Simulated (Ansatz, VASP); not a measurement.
Given: the input of a run of VASP 6.6.1 on NiO.

File INCAR:

```
ALGO = Normal
EDIFF = 1E-6
ENCUT = 520
GGA = PE
ISIF = 2
ISMEAR = -1
ISPIN = 2
LASPH = True
LCHARG = False
LMAXMIX = 4
LORBIT = 11
LREAL = False
LWAVE = False
MAGMOM = 2 0
NBANDS = 19
NELM = 150
PREC = Accurate
SIGMA = 0.05
```

Contents of KPOINTS:

```
k-points
0
Gamma
  11 11 11
```

Contents of POSCAR:

```
NiO
1.0
    0.0000000000      2.0630451059      2.0630451059
    2.0630451059      0.0000000000      2.0630451059
    2.0630451059      2.0630451059      0.0000000000
Ni O
1 1
Direct
    0.0000000000      0.0000000000      0.0000000000
    0.5000000000      0.5000000000      0.5000000000
```

Potentials or basis: VASP PAW PBE potentials, release 64 (Ni, O).

Launch:

```sh
$ cat potpaw_PBE.64/Ni/POTCAR potpaw_PBE.64/O/POTCAR > POTCAR
$ mpirun -np 1 vasp_std > vasp.out
```

Translate it to Ansatz 0.2.0. Potentials there: all-electron LAPW, scalar-relativistic.

As run (the cutoff follows the program's own potentials):

The input input.yaml:

```yaml
crystal:
  lattice:
    - [0.0, 2.0630451059, 2.0630451059]
    - [2.0630451059, 0.0, 2.0630451059]
    - [2.0630451059, 2.0630451059, 0.0]
  atoms:
    - { symbol: Ni, position: [0.0, 0.0, 0.0], spin: 2.0 }
    - { symbol: O, position: [0.5, 0.5, 0.5] }
kpoints:
  mp_grid: { grid: [11, 11, 11] }
scf:
  occupations: { method: fermi_dirac, width: 0.05 }
hamiltonian:
  xc: pbe
  pseudopotentials: { kind: all_electron, lapw: { basis_error: 0.0005 } }
magnetization:
  spin_polarized: true
output:
  forces: true
  stress: true
  eigenvalues: true
```

Potentials or basis: all-electron LAPW, scalar-relativistic.

Launch:

```console
$ ansatz run input.yaml --threads 2 --pin off --max-ram 6144MiB --backend cpu --events-out ev --progress --plain --runs-dir out
```

Both were run:

|  | VASP | Ansatz | Ansatz less VASP |
| --- | --- | --- | --- |
| gap on the k mesh at the Fermi level (eV) | none | none | - |
| pressure (GPa) | 11.5 | 12.7 | +1.17 |
| net moment per atom (μB) | 0.78 | 0.83 | +0.055 |
| size of the moment on the site where the two differ most (μB) | 1.29 | 1.39 | +0.100 |

Site moments also hang on the region over which each program counts them. A gap of «none» marks a metal or a gap that the smearing closes. Ansatz ran all-electron here, and VASP with PAW potentials.
